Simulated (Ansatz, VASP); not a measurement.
# Nb in VASP and in Ansatz

INCAR

```
SYSTEM = Nb
PREC = Accurate
ENCUT = 520
EDIFF = 1E-6
ISMEAR = -1
SIGMA = 0.1
LREAL = .False.
LASPH = .True.
NELM = 150
ALGO = Normal
ISIF = 2
LWAVE = .False.
LCHARG = .False.
MAGMOM = 0 0 0 0 0 0
LORBIT = 11
LSORBIT = .True.
GGA_COMPAT = .False.
LORBMOM = .True.
LMAXMIX = 4
GGA = PE
NBANDS = 38
```

File KPOINTS:

```
regular mesh
0
Gamma
  9 9 9
  0 0 0
```

Contents of POSCAR:

```
Nb
1.0
    0.0000000000      2.9580223088      2.9580223088
    2.9580223088      0.0000000000      2.9580223088
    2.9580223088      2.9580223088      0.0000000000
Nb
2
Direct
    0.1250000000      0.1250000000      0.1250000000
    0.8750000000      0.8750000000      0.8750000000
```

Input for Ansatz:

```yaml
crystal:
  lattice:
    - [0.0, 2.9580223088, 2.9580223088]
    - [2.9580223088, 0.0, 2.9580223088]
    - [2.9580223088, 2.9580223088, 0.0]
  atoms:
    - { symbol: Nb, position: [0.125, 0.125, 0.125] }
    - { symbol: Nb, position: [0.875, 0.875, 0.875] }
hamiltonian:
  xc: pbe
  pseudopotentials:
    kind: paw_fr
    azcp:
      Nb: "pseudopotentials/Nb.paw.azcp"
basis:
  ecutwfc: 420
  fft_grid_basis: typed
kpoints:
  mp_grid: { grid: [9, 9, 9], shift: [0, 0, 0] }
magnetization:
  noncollinear: true
  spin_orbit: true
scf:
  occupations: { method: fermi_dirac, width: 0.1 }
```

Alike in both runs: task single point; functional PBE; k mesh 9 × 9 × 9; occupations fermi-dirac, width 0.1 eV; non-collinear spin, spin-orbit coupling.

|  | VASP | Ansatz |
| --- | --- | --- |
| version | VASP 6.6.1 | Ansatz 0.2.0 |
| potentials or method | VASP PAW PBE potentials, release 64 (Nb_sv), cutoff 520 eV | plane waves (420 eV) with PAW, fully relativistic with spin-orbit coupling |
| valence electrons in the cell | 26 | 26 |

```csv
,VASP,Ansatz,Ansatz less VASP
net moment per atom (μB),0.00,0.00,0.000
```

The functional is the same, so the differences come from potentials, cutoffs and numerics.
